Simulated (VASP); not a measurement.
# Ge (Im-3m) in VASP: notebook

Ge is run at these levels: PBE; tasks: single point.

All numbers are computed with VASP 6.6.1; they aren't measurements. Logs are shortened: lines on timing, memory, paths and dates and some standing lists are left out, and cuts for length are marked.

## 1. The cell of the first run

The structure is cubic, space group Im-3m (No. 229). Conventional cell: a = 2.839 Å, b = 2.839 Å, c = 2.839 Å, α = 90.00°, β = 90.00°, γ = 90.00°. Ge (site symmetry m-3m) has 14 Ge at 2.46 to 2.84 Å within 3.2 Å.

This isn't the form of Ge at room conditions, which is diamond.

## 2. Single point, PBE

INCAR

```
PREC = Accurate
ENCUT = 520
EDIFF = 1E-6
ISMEAR = -1
SIGMA = 0.05
LREAL = False
LASPH = True
NELM = 100
ALGO = Normal
ISIF = 2
LWAVE = False
LCHARG = True
GGA = PE
LELF = True
LVHAR = True
NBANDS = 13
```

KPOINTS

```
Automatic mesh
0
Gamma
  19 19 19
```

POSCAR

```
Ge
1.0
   -1.4192765133      1.4192765133      1.4192765133
    1.4192765133     -1.4192765133      1.4192765133
    1.4192765133      1.4192765133     -1.4192765133
Ge
1
Direct
    0.0000000000      0.0000000000      0.0000000000
```

Potentials or basis: VASP PAW PBE potentials, release 64 (Ge_d).

Started as:

```console
cat potpaw_PBE.64/Ge_d/POTCAR > POTCAR
mpirun -np 1 vasp_std > vasp.out
```

OUTCAR:

```text
PREC = Accurate
   ENCUT = 520
   EDIFF = 1E-6
   ISMEAR = -1
   LREAL = False
   LASPH = True
   NELM = 100
   ISIF = 2
   GGA = PE

 ion  position               nearest neighbor table
   1  0.000  0.000  0.000-

  LATTYP: Found a body centered cubic cell.
 ALAT       =     2.8385530266

  Lattice vectors:

 A1 = (  -1.4192765133,   1.4192765133,   1.4192765133)
 A2 = (   1.4192765133,  -1.4192765133,   1.4192765133)
 A3 = (   1.4192765133,   1.4192765133,  -1.4192765133)

Analysis of symmetry for initial positions (statically):
=====================================================================
 Subroutine PRICEL returns:
 Original cell was already a primitive cell.

 Routine SETGRP: Setting up the symmetry group for a
 body centered cubic supercell.

 Subroutine GETGRP returns: Found 48 space group operations
 (whereof 48 operations were pure point group operations)
 out of a pool of 48 trial point group operations.

The static configuration has the point symmetry O_h .

Analysis of symmetry for dynamics (positions and initial velocities):
=====================================================================
 Subroutine PRICEL returns:
 Original cell was already a primitive cell.

 Routine SETGRP: Setting up the symmetry group for a
 body centered cubic supercell.

 Subroutine GETGRP returns: Found 48 space group operations
 (whereof 48 operations were pure point group operations)
 out of a pool of 48 trial point group operations.

The dynamic configuration has the point symmetry O_h .

 Subroutine INISYM returns: Found 48 space group operations
 (whereof 48 operations are pure point group operations),
 and found     1 'primitive' translations

----------------------------------------------------------------------------------------

                                     Primitive cell

  volume of cell :      11.4357

  direct lattice vectors                    reciprocal lattice vectors
    -1.419276513  1.419276513  1.419276513     0.000000000  0.352292168  0.352292168
     1.419276513 -1.419276513  1.419276513     0.352292168  0.000000000  0.352292168
     1.419276513  1.419276513 -1.419276513     0.352292168  0.352292168  0.000000000

  length of vectors
     2.458259031  2.458259031  2.458259031     0.498216362  0.498216362  0.498216362

  position of ions in fractional coordinates (direct lattice)
     0.000000000  0.000000000  0.000000000

  ion indices of the primitive-cell ions
   primitive index   ion index
                 1           1

----------------------------------------------------------------------------------------

 KPOINTS: Automatic mesh

Automatic generation of k-mesh.
 Grid dimensions read from file:
 generate k-points for:   19   19   19

 Generating k-lattice:

  Cartesian coordinates                     Fractional coordinates (reciprocal lattice)
     0.000000000  0.018541693  0.018541693     0.052631579  0.000000000  0.000000000
     0.018541693  0.000000000  0.018541693     0.000000000  0.052631579  0.000000000
     0.018541693  0.018541693  0.000000000     0.000000000  0.000000000  0.052631579

  Length of vectors
     0.026221914  0.026221914  0.026221914

  Shift w.r.t. Gamma in fractional coordinates (k-lattice)
     0.000000000  0.000000000  0.000000000

 Subroutine IBZKPT returns following result:
 ===========================================

 Found    220 irreducible k-points:

 Following reciprocal coordinates:
            Coordinates               Weight
  0.000000  0.000000  0.000000      1.000000
  0.052632  0.000000  0.000000     12.000000
  0.105263  0.000000  0.000000     12.000000
  0.157895  0.000000  0.000000     12.000000
  0.210526  0.000000  0.000000     12.000000
  0.263158  0.000000  0.000000     12.000000
[... 16 lines left out ...]
  0.263158  0.105263  0.000000     48.000000
  0.315789  0.105263 -0.000000     48.000000
 [... further k-points ...]
   k-points           NKPTS =    220   k-points in BZ     NKDIM =    220   number of bands    NBANDS=     13
   number of dos      NEDOS =    301   number of ions     NIONS =      1
   total plane-waves  NPLWV =   5832
   dimension x,y,z NGX =    18 NGY =   18 NGZ =   18
   dimension x,y,z NGXF=    36 NGYF=   36 NGZF=   36
   ions per type =               1
   NGX,Y,Z   is equivalent  to a cutoff of  12.17, 12.17, 12.17 a.u.
   NGXF,Y,Z  is equivalent  to a cutoff of  24.35, 24.35, 24.35 a.u.
 SYSTEM =  unknown system
   PREC   = accura    normal or accurate (medium, high low for compatibility)
   ISTART =      0    job   : 0-new  1-cont  2-samecut
   ICHARG =      2    charge: 1-file 2-atom 10-const
   ISPIN  =      1    spin polarized calculation?
   LNONCOLLINEAR =      F non collinear calculations
   LSORBIT =      F    spin-orbit coupling
   LASPH  =      T    aspherical Exc in radial PAW
   ENCUT  =  520.0 eV  38.22 Ry    6.18 a.u.   4.57  4.57  4.57*2*pi/ulx,y,z
   NELM   =    100;   NELMIN=  2; NELMDL= -5     # of ELM steps
   EDIFF  = 0.1E-05   stopping-criterion for ELM
   LREAL  =      F    real-space projection
   EDIFFG = 0.1E-04   stopping-criterion for IOM
   NSW    =      0    number of steps for IOM
   IBRION =     -1    ionic relax: 0-MD 1-quasi-New 2-CG
   NFREE  =      0    steps in history (QN), initial steepest desc. (CG)
   ISIF   =      2    stress and relaxation
   ISYM   =      2    0-nonsym 1-usesym 2-fastsym
   POTIM  = 0.5000    time-step for ionic-motion
   TEBEG  =    0.0;   TEEND  =   0.0 temperature during run
   PSTRESS=    0.0 pullay stress
   NELECT =      14.0000    total number of electrons
   NUPDOWN=      -1.0000    fix difference up-down
   EMIN   =  10.00;   EMAX   =-10.00  energy-range for DOS
   EFERMI =   0.00;   METHOD = LEGACY
   ISMEAR =    -1;   SIGMA  =   0.05  broadening in eV -4-tet -1-fermi 0-gaus
   EFERMI_NEDOS =   21; number of points for ismear=-14 and -15
   IALGO  =     38    algorithm
   IMIX   =      4    mixing-type and parameters
     AMIX     =   0.40;   BMIX     =  1.00
     AMIX_MAG =   1.60;   BMIX_MAG =  1.00
  volume/ion in A,a.u.               =      11.44        77.17
  Fermi-wavevector in a.u.,A,eV,Ry     =   1.751313  3.309502 41.730402  3.067098
  Thomas-Fermi vector in A             =   2.821862
   LORBIT       =      0    0 simple, 1 ext, 2 COOP (PROOUT), +10 PAW based schemes
   GGA     = PE    functional components
   LHFCALC =     F    Hartree Fock is set to
   AEXX    =    0.0000 exact exchange contribution
   IVDW    =     0    specifies the selected vdW correction
   LEPSILON=     F    determine dielectric tensor
   LRPA    =     F    only Hartree local field effects (RPA)
 non-spin polarized calculation
  energy-cutoff  :      520.00
  volume of cell :       11.44
 maximum number of plane-waves:       321
   NGX =  9   NGY =  9   NGZ =  9

 number of electron      13.9999977 magnetization

 Free energy of the ion-electron system (eV)
  ---------------------------------------------------
  ext. energy  EPLUGINS =         0.00000000
  ---------------------------------------------------
  free energy    TOTEN  =        -2.52528869 eV

  energy without entropy =       -2.52211697  energy(sigma->0) =       -2.52370283

 E-fermi :  13.6748     XC(G=0): -14.0663

 val. band max:       13.6501427096   @ k =  -0.3158   0.3158   0.1053
 cond. band min:      13.7075062977   @ k =  -0.4211   0.4737   0.2632
 fundamental gap:      0.0573635880
 Fermi energy:        13.6748008396

 k-point     1 :       0.0000    0.0000    0.0000
  band No.  band energies     occupation
      1     -11.7819      2.00000
      2     -11.7819      2.00000
      3     -11.7819      2.00000
      4     -11.4478      2.00000
      5     -11.4478      2.00000
      6      -4.8892      2.00000
      7      29.5184      0.00000
      8      29.5184      0.00000
      9      29.5184      0.00000
     10      33.2784      0.00000
     11      33.2784      0.00000
     12      33.2784      0.00000
     13      33.3148      0.00000

 k-point     2 :       0.0526    0.0000    0.0000
  band No.  band energies     occupation
      1     -11.7859      2.00000
      2     -11.7788      2.00000
      3     -11.7678      2.00000
      4     -11.4519      2.00000
      5     -11.4478      2.00000
      6      -4.7827      2.00000
      7      28.1362      0.00000
      8      28.6850      0.00000
      9      29.2142      0.00000
     10      31.6643      0.00000
     11      31.6753      0.00000
     12      32.8725      0.00000
     13      34.3211      0.00000

 k-point     3 :       0.1053    0.0000    0.0000
  band No.  band energies     occupation
      1     -11.7976      2.00000
      2     -11.7712      2.00000
      3     -11.7269      2.00000
      4     -11.4633      2.00000
      5     -11.4479      2.00000
      6      -4.4623      2.00000
      7      25.2391      0.00000
      8      27.1896      0.00000
      9      28.3637      0.00000
     10      30.2283      0.00000
     11      30.6803      0.00000
     12      32.6921      0.00000
     13      35.0780      0.00000

 k-point     4 :       0.1579    0.0000    0.0000
  band No.  band energies     occupation
      1     -11.8156      2.00000
      2     -11.7642      2.00000
      3     -11.6633      2.00000
      4     -11.4782      2.00000
      5     -11.4479      2.00000
      6      -3.9251      2.00000
      7      22.0982      0.00000
      8      25.6886      0.00000
      9      27.2548      0.00000
     10      28.9846      0.00000
     11      29.8689      0.00000
     12      33.0207      0.00000
     13      35.8644      0.00000

 k-point     5 :       0.2105    0.0000    0.0000
  band No.  band energies     occupation
      1     -11.8381      2.00000
      2     -11.7649      2.00000
      3     -11.5831      2.00000
      4     -11.4906      2.00000
      5     -11.4478      2.00000
      6      -3.1683      2.00000
      7      19.0135      0.00000
      8      24.3243      0.00000
      9      26.1469      0.00000
     10      27.9292      0.00000
     11      29.1629      0.00000
     12      33.7070      0.00000
     13      36.6822      0.00000
[... 257 lines left out ...]
 k-point    22 :       0.2105    0.1053    0.0000
  band No.  band energies     occupation
      1     -11.8490      2.00000
      2     -11.7735      2.00000
      3     -11.5061      2.00000
      4     -11.4912      2.00000
      5     -11.4460      2.00000
      6      -1.8626      2.00000
      7      16.3344      0.00000
      8      20.0685      0.00000
      9      23.6293      0.00000
     10      28.9915      0.00000
     11      31.3226      0.00000
     12      33.4596      0.00000
     13      39.5484      0.00000

 k-point    23 :       0.2632    0.1053    0.0000
  band No.  band energies     occupation
      1     -11.8706      2.00000
      2     -11.7876      2.00000
      3     -11.4995      2.00000
      4     -11.4594      2.00000
      5     -11.4085      2.00000
      6      -0.6631      2.00000
      7      13.5575      1.82515
      8      19.1977      0.00000
      9      22.8056      0.00000
     10      28.3580      0.00000
     11      31.2742      0.00000
     12      34.0468      0.00000
     13      40.9746      0.00000

 k-point    24 :       0.3158    0.1053   -0.0000
  band No.  band energies     occupation
      1     -11.8893      2.00000
      2     -11.8082      2.00000
      3     -11.4885      2.00000
      4     -11.4574      2.00000
      5     -11.3481      2.00000
      6       0.7535      2.00000
      7      10.9479      2.00000
      8      18.5363      0.00000
      9      22.1760      0.00000
     10      27.8764      0.00000
     11      31.0365      0.00000
     12      35.1181      0.00000
     13      41.7243      0.00000

 [... further k-points ...]

------------------------ aborting loop because EDIFF is reached ----------------------------------------

  FORCE on cell =-STRESS in cart. coord.  units (eV):
  Direction    XX          YY          ZZ          XY          YZ          ZX
  --------------------------------------------------------------------------------------
  -------------------------------------------------------------------------------------
  Total        7.8607107      7.8607107      7.8607107      0.0000000      0.0000000      0.0000000
  in kB     1101.3144908   1101.3144908   1101.3144908      0.0000000      0.0000000      0.0000000
  external PRESSURE =    1101.3144908 kB  Pullay stress =       0.0000000 kB

 VOLUME and BASIS-vectors are now :
 -----------------------------------------------------------------------------
  energy-cutoff  :      520.00
  volume of cell :       11.44
      direct lattice vectors                 reciprocal lattice vectors
    -1.419276513  1.419276513  1.419276513     0.000000000  0.352292168  0.352292168
     1.419276513 -1.419276513  1.419276513     0.352292168  0.000000000  0.352292168
     1.419276513  1.419276513 -1.419276513     0.352292168  0.352292168  0.000000000

 POSITION                                       TOTAL-FORCE (eV/Angst)
 -----------------------------------------------------------------------------------
      0.00000      0.00000      0.00000         0.000000     -0.000000     -0.000000
 -----------------------------------------------------------------------------------
    total drift:                                0.000000      0.000000      0.000000

  FREE ENERGIE OF THE ION-ELECTRON SYSTEM (eV)
  ---------------------------------------------------
  free  energy   TOTEN  =        -2.5252886889 eV

  energy  without entropy=       -2.5221169706  energy(sigma->0) =       -2.52370283
```

It took 41 s on 1 thread of Intel Xeon 8259CL, shared host; peak memory 0.14 GiB.

What came out:

* Free energy: -2.5253 eV
* Pressure: 110.1 GPa
* Band gap on the k mesh: zero (bands 7 and 8 overlap by 21.23 eV)

Caveat: the cell stands under pressure.

## 3. Single point, PBE

This run uses another cell than the first one, of 19.26 Å³/atom.

INCAR

```
PREC = Accurate
ENCUT = 520
EDIFF = 1E-6
ISMEAR = -1
SIGMA = 0.05
LREAL = False
LASPH = True
NELM = 60
ALGO = Normal
ISIF = 2
LWAVE = False
LCHARG = False
GGA = PE
NBANDS = 13
```

KPOINTS is that of step 2.

POSCAR

```
Ge
1.0
   -1.6885281678      1.6885281678      1.6885281678
    1.6885281678     -1.6885281678      1.6885281678
    1.6885281678      1.6885281678     -1.6885281678
Ge
1
Direct
    0.0000000000      0.0000000000      0.0000000000
```

Potentials or basis: VASP PAW PBE potentials, release 64 (Ge_d).

Started as:

```console
cat potpaw_PBE.64/Ge_d/POTCAR > POTCAR
mpirun -np 1 vasp_std > vasp.out
```

It took 45 s on 1 thread of Intel Xeon 8259CL, shared host; peak memory 0.18 GiB.

The run converged. Its results:

* Free energy: -4.1835 eV
* Pressure: -0.1 GPa
* Band gap on the k mesh: zero (bands 7 and 8 overlap by 11.82 eV)

Levels at points of the mesh, in eV from the Fermi level:
```tsv
k point	band 3	band 4	band 5	band 6	band 7	band 8	band 9	band 10	band 11	band 12
(0.00, 0.00, 0.00)	-24.73	-24.65	-24.65	-12.97	8.97	8.97	8.97	14.81	14.81	14.81
```
